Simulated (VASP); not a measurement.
# Ta19W in VASP: single point with PBE+D3(BJ)

Aim: the single point of Ta19W with PBE+D3(BJ).

All numbers are computed with VASP 6.6.1; they aren't measurements. Logs are shortened: lines on timing, memory, paths and dates and some standing lists are left out, and cuts for length are marked.

## (1) The cell of the first run

The cell holds a slab with vacuum, 20 atoms: a = 5.749 Å, b = 5.749 Å, c = 21.387 Å, α = 90.00°, β = 90.00°, γ = 109.47°.

## (2) Single point, PBE+D3(BJ)

Contents of INCAR:

```
SYSTEM = Ta19W
PREC = Accurate ; ENCUT = 400
EDIFF = 1E-6 ; ISMEAR = 1
SIGMA = 0.1 ; LREAL = .FALSE.
LASPH = .TRUE. ; NELM = 120
ALGO = Normal ; ISIF = 2
LWAVE = .FALSE. ; LCHARG = .FALSE.
LDIPOL = .TRUE. ; IDIPOL = 3
DIPOL = 0.5 0.5 0.500 ; GGA = PE
IVDW = 12 ; NBANDS = 128
GGA_COMPAT = .FALSE. ; NELMDL = -8
```

Contents of KPOINTS:

```
Automatic mesh
0
G
  8 8 1
  0 0 0
```

Contents of POSCAR:

```
Ta19W
1.0
    5.7485781963      0.0000000147      0.0000000000
   -1.9161927520      5.4198114926      0.0000000000
    0.0000000000      0.0000000000     21.3873474423
Ta W
19 1
Direct
    0.0000000000      0.0000000000      0.2860917468
    0.0000000000      0.5000000000      0.2859114732
    0.5000000000      0.0000000000      0.2859114732
    0.5000000000      0.5000000000      0.2859367093
    0.2499229295      0.2499229295      0.3906748690
    0.2501918646      0.7498081354      0.3907146261
    0.7498081354      0.2501918646      0.3907146261
    0.7500770705      0.7500770705      0.3906748690
    0.5000000000      0.5000000000      0.5005408869
    0.5000000000      0.0000000000      0.5002005384
    1.0000000000      0.5000000000      0.5002005384
    0.0000000000      0.0000000000      0.4998375664
    0.7529799482      0.7529799482      0.6103441695
    0.7477681696      0.2522318304      0.6094342426
    0.2522318304      0.7477681696      0.6094342426
    0.2470200518      0.2470200518      0.6103441695
    0.0000000000      0.5000000000      0.7143723045
    0.5000000000      0.0000000000      0.7143723045
    0.5000000000      0.5000000000      0.7145578223
    0.0000000000      0.0000000000      0.7097308219
```

Potentials or basis: VASP PAW PBE potentials, release 64 (Ta_pv, W_sv).

Run with:

```console
cat potpaw_PBE.64/Ta_pv/POTCAR potpaw_PBE.64/W_sv/POTCAR > POTCAR
mpirun -np 1 vasp_std > vasp.out
```

OUTCAR:

```text
SYSTEM = Ta19W
   PREC = Accurate
   ENCUT = 400
   EDIFF = 1E-6
   ISMEAR = 1
   LREAL = .FALSE.
   LASPH = .TRUE.
   NELM = 120
   ISIF = 2
   GGA = PE
   IVDW = 12
   NELMDL = -8
 IVDW          = 12

 ion  position               nearest neighbor table
   1  0.000  0.000  0.286-   5 2.78   8 2.78   2 2.87   2 2.87   3 2.87   3 2.87   7 3.24   6 3.24
                             4 3.32   4 3.32
   2  0.000  0.500  0.286-   6 2.79   7 2.79   4 2.87   4 2.87   1 2.87   1 2.87   5 3.24   8 3.24
                             3 3.32   3 3.32
   3  0.500  0.000  0.286-   6 2.79   7 2.79   4 2.87   4 2.87   1 2.87   1 2.87   5 3.24   8 3.24
                             2 3.32   2 3.32
   4  0.500  0.500  0.286-   5 2.79   8 2.79   3 2.87   3 2.87   2 2.87   2 2.87   7 3.24   6 3.24
                             1 3.32   1 3.32
   5  0.250  0.250  0.391-   1 2.78   4 2.79  12 2.86   6 2.87   7 2.87   6 2.88   7 2.88   9 2.88
                             2 3.24   3 3.24  11 3.32  10 3.32   8 3.32   8 3.32
   6  0.250  0.750  0.391-   3 2.79   2 2.79  10 2.87  11 2.87   5 2.87   8 2.87   5 2.88   8 2.88
                             4 3.24   1 3.24  12 3.31   7 3.32   7 3.32   9 3.32
   7  0.750  0.250  0.391-   3 2.79   2 2.79  10 2.87  11 2.87   8 2.87   5 2.87   8 2.88   5 2.88
                             4 3.24   1 3.24  12 3.31   6 3.32   6 3.32   9 3.32
   8  0.750  0.750  0.391-   1 2.78   4 2.79  12 2.86   7 2.87   6 2.87   7 2.88   6 2.88   9 2.88
                             2 3.24   3 3.24  11 3.32  10 3.32   5 3.32   5 3.32
   9  0.500  0.500  0.501-  10 2.87  10 2.87  11 2.87  11 2.87   5 2.88   8 2.88  13 2.89  16 2.89
[... 9 lines left out ...]
  14  0.748  0.252  0.609-  18 2.79  17 2.79  10 2.87  11 2.87  13 2.87  16 2.87  13 2.88  16 2.88
                            20 3.19  19 3.23   9 3.29  15 3.32  15 3.32  12 3.33
  15  0.252  0.748  0.609-  18 2.79  17 2.79  10 2.87  11 2.87  16 2.87  13 2.87  16 2.88  13 2.88
                            20 3.19  19 3.23   9 3.29  14 3.32  14 3.32  12 3.33
  16  0.247  0.247  0.610-  20 2.68  19 2.79  15 2.87  14 2.87  12 2.88  15 2.88  14 2.88   9 2.89
                            17 3.23  18 3.23  13 3.28  11 3.33  10 3.33  13 3.36
  17  0.000  0.500  0.714-  14 2.79  15 2.79  19 2.87  19 2.87  20 2.88  20 2.88  13 3.23  16 3.23
                            18 3.32  18 3.32
  18  0.500  0.000  0.714-  14 2.79  15 2.79  19 2.87  19 2.87  20 2.88  20 2.88  13 3.23  16 3.23
                            17 3.32  17 3.32
  19  0.500  0.500  0.715-  13 2.79  16 2.79  18 2.87  18 2.87  17 2.87  17 2.87  15 3.23  14 3.23
                            20 3.32  20 3.32
  20  0.000  0.000  0.710-  13 2.68  16 2.68  17 2.88  17 2.88  18 2.88  18 2.88  15 3.19  14 3.19
                            19 3.32  19 3.32

  LATTYP: Found a base centered orthorhombic cell.
 ALAT       =     6.6378863329
 B/A-ratio  =     1.4142135641
 C/A-ratio  =     3.2220117022

  Lattice vectors:

 A1 = (   5.7485781963,   0.0000000147,   0.0000000000)
 A2 = (  -1.9161927520,   5.4198114926,   0.0000000000)
 A3 = (   0.0000000000,   0.0000000000,  21.3873474423)

Analysis of symmetry for initial positions (statically):
=====================================================================
 Subroutine PRICEL returns:
 Original cell was already a primitive cell.

 Routine SETGRP: Setting up the symmetry group for a
 base centered orthorhombic supercell.

 Subroutine GETGRP returns: Found  4 space group operations
 (whereof  4 operations were pure point group operations)
 out of a pool of  8 trial point group operations.

The static configuration has the point symmetry C_2v.

Analysis of symmetry for dynamics (positions and initial velocities):
=====================================================================
 Subroutine PRICEL returns:
 Original cell was already a primitive cell.

 Routine SETGRP: Setting up the symmetry group for a
 base centered orthorhombic supercell.

 Subroutine GETGRP returns: Found  4 space group operations
 (whereof  4 operations were pure point group operations)
 out of a pool of  8 trial point group operations.

The dynamic configuration has the point symmetry C_2v.

 Subroutine INISYM returns: Found  4 space group operations
 (whereof  4 operations are pure point group operations),
 and found     1 'primitive' translations

----------------------------------------------------------------------------------------

                                     Primitive cell

  volume of cell :     666.3487

  direct lattice vectors                    reciprocal lattice vectors
     5.748578196  0.000000015  0.000000000     0.173956057  0.061502755  0.000000000
    -1.916192752  5.419811493  0.000000000    -0.000000000  0.184508262  0.000000000
     0.000000000  0.000000000 21.387347442     0.000000000  0.000000000  0.046756616

  length of vectors
     5.748578196  5.748578196 21.387347442     0.184508262  0.184508262  0.046756616

  position of ions in fractional coordinates (direct lattice)
     0.000000000  0.000000000  0.286091747
     0.000000000  0.500000000  0.285911473
     0.500000000  0.000000000  0.285911473
     0.500000000  0.500000000  0.285936709
     0.249922930  0.249922930  0.390674869
     0.250191865  0.749808135  0.390714626
[... 12 lines left out ...]
     0.500000000  0.500000000  0.714557822
     0.000000000  0.000000000  0.709730822

  ion indices of the primitive-cell ions
   primitive index   ion index
                 1           1
                 2           2
                 3           3
                 4           4
                 5           5
                 6           6
[... 12 lines left out ...]
                19          19
                20          20

----------------------------------------------------------------------------------------

 KPOINTS: Automatic mesh

Automatic generation of k-mesh.
 Grid dimensions read from file:
 generate k-points for:    8    8    1

 Generating k-lattice:

  Cartesian coordinates                     Fractional coordinates (reciprocal lattice)
     0.021744507  0.007687844  0.000000000     0.125000000  0.000000000  0.000000000
    -0.000000000  0.023063533  0.000000000     0.000000000  0.125000000  0.000000000
     0.000000000  0.000000000  0.046756616     0.000000000  0.000000000  1.000000000

  Length of vectors
     0.023063533  0.023063533  0.046756616

  Shift w.r.t. Gamma in fractional coordinates (k-lattice)
     0.000000000  0.000000000  0.000000000

 Subroutine IBZKPT returns following result:
 ===========================================

 Found     21 irreducible k-points:

 Following reciprocal coordinates:
            Coordinates               Weight
  0.000000  0.000000  0.000000      1.000000
  0.125000  0.000000  0.000000      4.000000
  0.250000  0.000000  0.000000      4.000000
  0.375000 -0.000000  0.000000      4.000000
  0.500000  0.000000  0.000000      2.000000
  0.125000  0.125000  0.000000      2.000000
[... 13 lines left out ...]
 -0.375000  0.375000  0.000000      2.000000
  0.500000  0.500000  0.000000      1.000000
   k-points           NKPTS =     21   k-points in BZ     NKDIM =     21   number of bands    NBANDS=    128
   number of dos      NEDOS =    301   number of ions     NIONS =     20
   total plane-waves  NPLWV = 224000
   dimension x,y,z NGX =    40 NGY =   40 NGZ =  140
   dimension x,y,z NGXF=    80 NGYF=   80 NGZF=  280
   ions per type =              19   1
   NGX,Y,Z   is equivalent  to a cutoff of  11.57, 11.57, 10.88 a.u.
   NGXF,Y,Z  is equivalent  to a cutoff of  23.14, 23.14, 21.76 a.u.
 SYSTEM =  Ta19W
   PREC   = accura    normal or accurate (medium, high low for compatibility)
   ISTART =      0    job   : 0-new  1-cont  2-samecut
   ICHARG =      2    charge: 1-file 2-atom 10-const
   ISPIN  =      1    spin polarized calculation?
   LNONCOLLINEAR =      F non collinear calculations
   LSORBIT =      F    spin-orbit coupling
   LASPH  =      T    aspherical Exc in radial PAW
   ENCUT  =  400.0 eV  29.40 Ry    5.42 a.u.   9.37  9.37 34.88*2*pi/ulx,y,z
   NELM   =    120;   NELMIN=  2; NELMDL= -8     # of ELM steps
   EDIFF  = 0.1E-05   stopping-criterion for ELM
   LREAL  =      F    real-space projection
   EDIFFG = 0.1E-04   stopping-criterion for IOM
   NSW    =      0    number of steps for IOM
   IBRION =     -1    ionic relax: 0-MD 1-quasi-New 2-CG
   NFREE  =      0    steps in history (QN), initial steepest desc. (CG)
   ISIF   =      2    stress and relaxation
   ISYM   =      2    0-nonsym 1-usesym 2-fastsym
   POTIM  = 0.5000    time-step for ionic-motion
   TEBEG  =    0.0;   TEEND  =   0.0 temperature during run
   PSTRESS=    0.0 pullay stress
   NELECT =     223.0000    total number of electrons
   NUPDOWN=      -1.0000    fix difference up-down
   EMIN   =  10.00;   EMAX   =-10.00  energy-range for DOS
   EFERMI =   0.00;   METHOD = LEGACY
   ISMEAR =     1;   SIGMA  =   0.10  broadening in eV -4-tet -1-fermi 0-gaus
   EFERMI_NEDOS =   21; number of points for ismear=-14 and -15
   IALGO  =     38    algorithm
   IMIX   =      4    mixing-type and parameters
     AMIX     =   0.40;   BMIX     =  1.00
     AMIX_MAG =   1.60;   BMIX_MAG =  1.00
  volume/ion in A,a.u.               =      33.32       224.84
  Fermi-wavevector in a.u.,A,eV,Ry     =   1.136604  2.147871 17.576947  1.291869
  Thomas-Fermi vector in A             =   2.273309
   LORBIT       =      0    0 simple, 1 ext, 2 COOP (PROOUT), +10 PAW based schemes
   GGA     = PE    functional components
   LHFCALC =     F    Hartree Fock is set to
   AEXX    =    0.0000 exact exchange contribution
   IVDW    =    12    specifies the selected vdW correction
   LEPSILON=     F    determine dielectric tensor
   LRPA    =     F    only Hartree local field effects (RPA)
 non-spin polarized calculation
 Methfessel and Paxton  Order N= 1 SIGMA  =   0.10
  energy-cutoff  :      400.00
  volume of cell :      666.35
 maximum number of plane-waves:     12145
 NGX is ok and might be reduce to    40
   NGX = 19   NGY = 19   NGZ = 69

 dipolmoment           0.000000      0.000000      0.002758 electrons x Angstroem

 number of electron     223.0000083 magnetization

 dipolmoment           0.000000      0.000000     -0.009060 electrons x Angstroem

 Free energy of the ion-electron system (eV)
  ---------------------------------------------------
  ext. energy  EPLUGINS =         0.00000000
  ---------------------------------------------------
  free energy    TOTEN  =      -227.99361839 eV

  energy without entropy =     -227.99807201  energy(sigma->0) =     -227.99510293

 E-fermi :   1.0874     XC(G=0):  -7.7861

 val. band max:        1.0816400788   @ k =  -0.3750   0.3750   0.0000
 cond. band min:       1.0989013596   @ k =   0.5000   0.0000   0.0000
 fundamental gap:      0.0172612809
 Fermi energy:         1.0874087314

 k-point     1 :       0.0000    0.0000    0.0000
  band No.  band energies     occupation
      1     -72.3535      2.00000
      2     -36.6356      2.00000
      3     -36.5808      2.00000
      4     -36.5648      2.00000
      5     -33.4359      2.00000
      6     -33.3766      2.00000
[... 2635 lines left out ...]
    122       2.1115     -0.00000
    123       2.1715     -0.00000
 [bands above 123 left out]

------------------------ aborting loop because EDIFF is reached ----------------------------------------

 vacuum level on the upper side and lower side of the slab       (xc-potential included)        -0.374        -0.343

 Edisp (eV)  -10.22880

 E8    (eV) :    -5.4838

  FORCE on cell =-STRESS in cart. coord.  units (eV):
  Direction    XX          YY          ZZ          XY          YZ          ZX
  --------------------------------------------------------------------------------------
  -------------------------------------------------------------------------------------
  Total     -20.77613   -20.27594    -7.49772     0.70737     0.00000     0.00000
  in kB     -49.95439   -48.75173   -18.02761     1.70082     0.00000     0.00000
  external pressure =      -38.91 kB  Pullay stress =        0.00 kB

 VOLUME and BASIS-vectors are now :
 -----------------------------------------------------------------------------
  energy-cutoff  :      400.00
  volume of cell :      666.35
      direct lattice vectors                 reciprocal lattice vectors
     5.748578196  0.000000015  0.000000000     0.173956057  0.061502755  0.000000000
    -1.916192752  5.419811493  0.000000000    -0.000000000  0.184508262  0.000000000
     0.000000000  0.000000000 21.387347442     0.000000000  0.000000000  0.046756616

 POSITION                                       TOTAL-FORCE (eV/Angst)
 -----------------------------------------------------------------------------------
      0.00000      0.00000      6.11874        -0.000000      0.000000      0.139778
     -0.95810      2.70991      6.11489        -0.000000      0.000000      0.145311
      2.87429      0.00000      6.11489        -0.000000      0.000000      0.145311
      1.91619      2.70991      6.11543         0.000000      0.000000      0.147206
      0.95780      1.35454      8.35550        -0.000946     -0.001338      0.093004
      0.00147      4.06382      8.35635         0.000010     -0.000007      0.092104
[... 12 lines left out ...]
      1.91619      2.70991     15.28250        -0.000000      0.000000     -0.137746
      0.00000      0.00000     15.17926         0.000000      0.000000     -0.131008
 -----------------------------------------------------------------------------------
    total drift:                               -0.000000     -0.000000     -0.002766

  FREE ENERGIE OF THE ION-ELECTRON SYSTEM (eV)
  ---------------------------------------------------
  free  energy   TOTEN  =      -238.2224160712 eV

  energy  without entropy=     -238.2268696919  energy(sigma->0) =     -238.22390061

 vacuum level on the upper side and lower side of the slab         5.444         5.481
```

It took 1.6 h on 1 thread of Intel Xeon 8259CL, shared host; peak memory 1 GiB.

Results:

- Free energy: -238.2224 eV
- Largest force: 0.147 eV/Å
- Band gap on the k mesh: zero (an odd number of electrons rules out a gap without spin polarisation)
- Dispersion energy per atom: -0.511 eV

Forces on the atoms (eV/Å):
```
Ta   0.000  0.000  0.140
Ta   0.000  0.000  0.145
Ta   0.000  0.000  0.145
Ta   0.000  0.000  0.147
Ta  -0.001 -0.001  0.093
Ta   0.000  0.000  0.092
Ta   0.000  0.000  0.092
Ta   0.001  0.001  0.093
Ta   0.000  0.000 -0.001
Ta   0.000  0.000  0.000
Ta   0.000  0.000  0.000
Ta   0.000  0.000 -0.004
Ta  -0.006 -0.008 -0.099
Ta   0.001 -0.001 -0.093
Ta  -0.001  0.001 -0.093
Ta   0.006  0.008 -0.099
Ta   0.000  0.000 -0.145
Ta   0.000  0.000 -0.145
Ta   0.000  0.000 -0.138
W    0.000  0.000 -0.131
```

Caveat: spin-orbit coupling is left out, which moves the levels of the heavy elements.
